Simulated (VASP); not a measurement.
# As (Pm-3m) in VASP: a series of runs

Runs on As. Level: r2SCAN. Tasks: single point.

All numbers are computed with VASP 6.6.1; they aren't measurements. Logs are shortened: lines on timing, memory, paths and dates and some standing lists are left out, and cuts for length are marked.

## Step 1: The cell of the first run

Symmetry: Pm-3m, No. 221, cubic system. Conventional cell: a = 2.667 Å, b = 2.667 Å, c = 2.667 Å, α = 90.00°, β = 90.00°, γ = 90.00°. Within 3.5 Å of As (site symmetry m-3m) lie 6 As at 2.67 Å.

## Step 2: Single point, r2SCAN

File POSCAR:

```
As
1.0
    2.6671410253      0.0000000000      0.0000000000
    0.0000000000      2.6671410253      0.0000000000
    0.0000000000      0.0000000000      2.6671410253
As
1
Direct
    0.5000000000      0.5000000000      0.5000000000
```

File INCAR.step1:

```
PREC = Accurate
ENCUT = 520
ISMEAR = -1
SIGMA = 0.05
LREAL = F
LASPH = T
NELM = 80
NBANDS = 8
GGA = PE
ALGO = Normal
EDIFF = 1E-4
LWAVE = T
LCHARG = F
```

File INCAR.step2:

```
PREC = Accurate
ENCUT = 520
EDIFF = 1E-7
ISMEAR = -1
SIGMA = 0.05
LREAL = F
LASPH = T
NELM = 80
ALGO = Normal
ISIF = 2
LWAVE = F
LCHARG = F
METAGGA = R2SCAN
LMIXTAU = T
NBANDS = 8
ISTART = 1
```

File KPOINTS:

```
regular mesh
0
Gamma
  10 10 10
```

Potentials or basis: VASP PAW PBE potentials, release 64 (As).

Run with:

```console
$ cat potpaw_PBE.64/As/POTCAR > POTCAR
$ cp INCAR.step1 INCAR
$ mpirun -np 1 vasp_std > vasp.out
$ cp INCAR.step2 INCAR
$ mpirun -np 1 vasp_std > vasp.out
```

OUTCAR:

```text
PREC = Accurate
   ENCUT = 520
   EDIFF = 1E-7
   ISMEAR = -1
   LREAL = F
   LASPH = T
   NELM = 80
   ISIF = 2
   METAGGA = R2SCAN
   ISTART = 1

 ion  position               nearest neighbor table
   1  0.500  0.500  0.500-

  LATTYP: Found a simple cubic cell.
 ALAT       =     2.6671410253

  Lattice vectors:

 A1 = (   2.6671410253,   0.0000000000,   0.0000000000)
 A2 = (   0.0000000000,   2.6671410253,   0.0000000000)
 A3 = (   0.0000000000,   0.0000000000,   2.6671410253)

Analysis of symmetry for initial positions (statically):
=====================================================================
 Subroutine PRICEL returns:
 Original cell was already a primitive cell.

 Routine SETGRP: Setting up the symmetry group for a
 simple cubic supercell.

 Subroutine GETGRP returns: Found 48 space group operations
[... 9 lines left out ...]

 Routine SETGRP: Setting up the symmetry group for a
 simple cubic supercell.

 Subroutine GETGRP returns: Found 48 space group operations
[... 11 lines left out ...]
                                     Primitive cell

  volume of cell :      18.9731

  direct lattice vectors                    reciprocal lattice vectors
     2.667141025  0.000000000  0.000000000     0.374933305  0.000000000  0.000000000
     0.000000000  2.667141025  0.000000000     0.000000000  0.374933305  0.000000000
     0.000000000  0.000000000  2.667141025     0.000000000  0.000000000  0.374933305

  length of vectors
     2.667141025  2.667141025  2.667141025     0.374933305  0.374933305  0.374933305

  position of ions in fractional coordinates (direct lattice)
     0.500000000  0.500000000  0.500000000

  ion indices of the primitive-cell ions
   primitive index   ion index
                 1           1

----------------------------------------------------------------------------------------

 KPOINTS: regular mesh

Automatic generation of k-mesh.
 Grid dimensions read from file:
 generate k-points for:   10   10   10

 Generating k-lattice:

  Cartesian coordinates                     Fractional coordinates (reciprocal lattice)
     0.037493331  0.000000000  0.000000000     0.100000000  0.000000000  0.000000000
     0.000000000  0.037493331  0.000000000     0.000000000  0.100000000  0.000000000
     0.000000000  0.000000000  0.037493331     0.000000000  0.000000000  0.100000000

  Length of vectors
[... 42 lines left out ...]
   ions per type =               1
   NGX,Y,Z   is equivalent  to a cutoff of  12.47, 12.47, 12.47 a.u.
   NGXF,Y,Z  is equivalent  to a cutoff of  24.93, 24.93, 24.93 a.u.
 SYSTEM =  unknown system
   PREC   = accura    normal or accurate (medium, high low for compatibility)
   ISTART =      1    job   : 0-new  1-cont  2-samecut
   ICHARG =      0    charge: 1-file 2-atom 10-const
   ISPIN  =      1    spin polarized calculation?
   LNONCOLLINEAR =      F non collinear calculations
   LSORBIT =      F    spin-orbit coupling
   LASPH  =      T    aspherical Exc in radial PAW
   ENCUT  =  520.0 eV  38.22 Ry    6.18 a.u.   4.96  4.96  4.96*2*pi/ulx,y,z
   NELM   =     80;   NELMIN=  2; NELMDL=  0     # of ELM steps
   EDIFF  = 0.1E-06   stopping-criterion for ELM
   LREAL  =      F    real-space projection
   EDIFFG = 0.1E-05   stopping-criterion for IOM
   NSW    =      0    number of steps for IOM
   IBRION =     -1    ionic relax: 0-MD 1-quasi-New 2-CG
   NFREE  =      0    steps in history (QN), initial steepest desc. (CG)
   ISIF   =      2    stress and relaxation
   ISYM   =      2    0-nonsym 1-usesym 2-fastsym
   POTIM  = 0.5000    time-step for ionic-motion
   TEBEG  =    0.0;   TEEND  =   0.0 temperature during run
   PSTRESS=    0.0 pullay stress
   NELECT =       5.0000    total number of electrons
   NUPDOWN=      -1.0000    fix difference up-down
   EMIN   =  10.00;   EMAX   =-10.00  energy-range for DOS
[... 5 lines left out ...]
     AMIX     =   0.40;   BMIX     =  1.00
     AMIX_MAG =   1.60;   BMIX_MAG =  1.00
  volume/ion in A,a.u.               =      18.97       128.04
  Fermi-wavevector in a.u.,A,eV,Ry     =   1.049588  1.983434 14.988653  1.101635
  Thomas-Fermi vector in A             =   2.184557
   LORBIT       =      0    0 simple, 1 ext, 2 COOP (PROOUT), +10 PAW based schemes
   METAGGA = R2SCAN    functional components
   LHFCALC =     F    Hartree Fock is set to
   AEXX    =    0.0000 exact exchange contribution
   IVDW    =     0    specifies the selected vdW correction
   LEPSILON=     F    determine dielectric tensor
   LRPA    =     F    only Hartree local field effects (RPA)
 non-spin polarized calculation
  energy-cutoff  :      520.00
  volume of cell :       18.97
 maximum number of plane-waves:       536
 NGX is ok and might be reduce to    20
   NGX =  9   NGY =  9   NGZ =  9

 number of electron       5.0000001 magnetization

 Free energy of the ion-electron system (eV)
  ---------------------------------------------------
  ext. energy  EPLUGINS =         0.00000000
  ---------------------------------------------------
  free energy    TOTEN  =       -14.56489234 eV

  energy without entropy =      -14.56326695  energy(sigma->0) =      -14.56407964

 E-fermi :   6.2652     XC(G=0): -11.1039

 val. band max:        6.0094649601   @ k =   0.5000   0.3000   0.3000
 cond. band min:       6.2810898889   @ k =   0.2000   0.2000   0.2000
 fundamental gap:      0.2716249288
 Fermi energy:         6.2651683736

 k-point     1 :       0.0000    0.0000    0.0000
  band No.  band energies     occupation
      1      -9.7998      2.00000
      2      10.7964      0.00000
      3      10.7964      0.00000
      4      10.7964      0.00000
      5      15.2081      0.00000
      6      15.2081      0.00000
      7      18.2824      0.00000
      8      32.8190      0.00000
[... 243 lines left out ...]
 k-point    24 :       0.3000    0.1000    0.1000
  band No.  band energies     occupation
      1      -7.6641      2.00000
      2       2.5471      2.00000
      3       9.9683      0.00000
      4      10.6718      0.00000
      5      19.6581      0.00000
      6      19.9466      0.00000
      7      21.9716      0.00000
      8      23.0788      0.00000

 [... further k-points ...]
[... 5 lines left out ...]
  --------------------------------------------------------------------------------------
  -------------------------------------------------------------------------------------
  Total        0.4575472      0.4575472      0.4575472      0.0000000      0.0000000     -0.0000000
  in kB       38.6374554     38.6374554     38.6374554      0.0000000      0.0000000     -0.0000000
  external PRESSURE =      38.6374554 kB  Pullay stress =       0.0000000 kB

 VOLUME and BASIS-vectors are now :
 -----------------------------------------------------------------------------
  energy-cutoff  :      520.00
  volume of cell :       18.97
      direct lattice vectors                 reciprocal lattice vectors
     2.667141025  0.000000000  0.000000000     0.374933305  0.000000000  0.000000000
     0.000000000  2.667141025  0.000000000     0.000000000  0.374933305  0.000000000
     0.000000000  0.000000000  2.667141025     0.000000000  0.000000000  0.374933305

 POSITION                                       TOTAL-FORCE (eV/Angst)
 -----------------------------------------------------------------------------------
      1.33357      1.33357      1.33357         0.000000      0.000000      0.000000
 -----------------------------------------------------------------------------------
    total drift:                                0.000000      0.000000      0.000000

  FREE ENERGIE OF THE ION-ELECTRON SYSTEM (eV)
  ---------------------------------------------------
  free  energy   TOTEN  =       -14.5648923405 eV

  energy  without entropy=      -14.5632669453  energy(sigma->0) =      -14.56407964
```

OUTCAR.step1:

```text
PREC = Accurate
   ENCUT = 520
   ISMEAR = -1
   LREAL = F
   LASPH = T
   NELM = 80
[... 478 lines left out ...]

 POSITION                                       TOTAL-FORCE (eV/Angst)
 -----------------------------------------------------------------------------------
      1.33357      1.33357      1.33357         0.000000      0.000000      0.000000
 -----------------------------------------------------------------------------------
    total drift:                                0.000000     -0.000000      0.000000

  FREE ENERGIE OF THE ION-ELECTRON SYSTEM (eV)
  ---------------------------------------------------
  free  energy   TOTEN  =        -4.5474486782 eV

  energy  without entropy=       -4.5450049330  energy(sigma->0) =       -4.54622681
```

OSZICAR.step1:

```text
N       E                     dE             d eps       ncg     rms          rms(c)
DAV:   1     0.657362257470E+01    0.65736E+01   -0.20742E+03   920   0.463E+02
DAV:   2    -0.443202627680E+01   -0.11006E+02   -0.10771E+02  1176   0.578E+01
DAV:   3    -0.454375701028E+01   -0.11173E+00   -0.11167E+00  1088   0.798E+00
DAV:   4    -0.454385975569E+01   -0.10275E-03   -0.10275E-03  1328   0.266E-01
DAV:   5    -0.454385980211E+01   -0.46419E-07   -0.45440E-07  1072   0.338E-03    0.225E+00
DAV:   6    -0.454565715516E+01   -0.17974E-02   -0.60418E-04  1048   0.205E-01    0.135E+00
DAV:   7    -0.454738219061E+01   -0.17250E-02   -0.17604E-03   984   0.340E-01    0.879E-02
DAV:   8    -0.454744867815E+01   -0.66488E-04   -0.62995E-05  1064   0.575E-02
   1 F= -.45474487E+01 E0= -.45462268E+01  d E =-.244375E-02
```

Run time: 26 s. Hardware: 1 thread of AMD EPYC 9R14 (Zen 4), shared host; peak memory 0.09 GiB.

What came out:

```
Free energy : -14.5649 eV
Pressure    : 3.9 GPa
```

Levels at points of the mesh, in eV from the Fermi level:
```csv
k point,band 1,band 2,band 3,band 4,band 5
"(0.00, 0.00, 0.00)",-16.06,4.53,4.53,4.53,8.94
"(0.50, 0.00, 0.00)",-12.57,-7.58,7.11,7.11,11.73
"(0.50, 0.50, 0.00)",-8.84,-4.74,-4.74,2.72,9.60
"(0.50, 0.50, 0.50)",-4.59,-2.10,-2.10,-2.10,6.31
```

Caveat: the PAW data sets were made with another functional, which shifts forces and pressure a little.

## Step 3: Single point, r2SCAN

This run uses another cell than the first one, of 19.37 Å³/atom, 1.021 times its volume.

File POSCAR:

```
As
1.0
    2.6855356826      0.0000000000      0.0000000000
    0.0000000000      2.6855356826      0.0000000000
    0.0000000000      0.0000000000      2.6855356826
As
1
Direct
    0.5000000000      0.5000000000      0.5000000000
```

File INCAR.step1:

```
PREC     = Accurate       # precision mode
ENCUT    = 520            # plane-wave cutoff, eV
ISMEAR   = -1             # smearing method
SIGMA    = 0.05           # smearing width, eV
LREAL    = F              # projectors in reciprocal space
LASPH    = T              # aspherical terms in the spheres
NELM     = 80             # most SCF steps
NBANDS   = 8              # bands
GGA      = PE             # functional
ALGO     = Normal         # electronic algorithm
EDIFF    = 1E-4           # SCF threshold, eV
LWAVE    = T              # write WAVECAR
LCHARG   = F              # write CHGCAR
```

File INCAR.step2:

```
PREC     = Accurate       # precision mode
ENCUT    = 520            # plane-wave cutoff, eV
EDIFF    = 1E-6           # SCF threshold, eV
ISMEAR   = -1             # smearing method
SIGMA    = 0.05           # smearing width, eV
LREAL    = F              # projectors in reciprocal space
LASPH    = T              # aspherical terms in the spheres
NELM     = 80             # most SCF steps
ALGO     = Normal         # electronic algorithm
ISIF     = 2              # what is computed and relaxed
LWAVE    = F              # write WAVECAR
LCHARG   = F              # write CHGCAR
METAGGA  = R2SCAN         # meta-GGA
LMIXTAU  = T            
NBANDS   = 8              # bands
ISTART   = 1
```

KPOINTS is that of step 2.

Potentials or basis: VASP PAW PBE potentials, release 64 (As).

Run with:

```console
$ cat potpaw_PBE.64/As/POTCAR > POTCAR
$ cp INCAR.step1 INCAR
$ mpirun -np 1 vasp_std > vasp.out
$ cp INCAR.step2 INCAR
$ mpirun -np 1 vasp_std > vasp.out
```

Run time: 21 s. Hardware: 1 thread of AMD EPYC 9R14 (Zen 4), shared host; peak memory 0.1 GiB.

The run converged. Its results:

```
Free energy : -14.5717 eV
Pressure    : 1.7 GPa
```

Levels at points of the mesh, in eV from the Fermi level:
| k point | band 1 | band 2 | band 3 | band 4 | band 5 | band 6 |
| --- | --- | --- | --- | --- | --- | --- |
| (0.00, 0.00, 0.00) | -15.88 | 4.43 | 4.43 | 4.43 | 8.91 | 8.91 |
| (0.50, 0.00, 0.00) | -12.49 | -7.42 | 6.93 | 6.93 | 11.65 | 15.23 |
| (0.50, 0.50, 0.00) | -8.87 | -4.65 | -4.65 | 2.80 | 9.33 | 17.51 |
| (0.50, 0.50, 0.50) | -4.77 | -2.08 | -2.08 | -2.08 | 6.33 | 6.33 |

Caveat: the PAW data sets were made with another functional, which shifts forces and pressure a little.
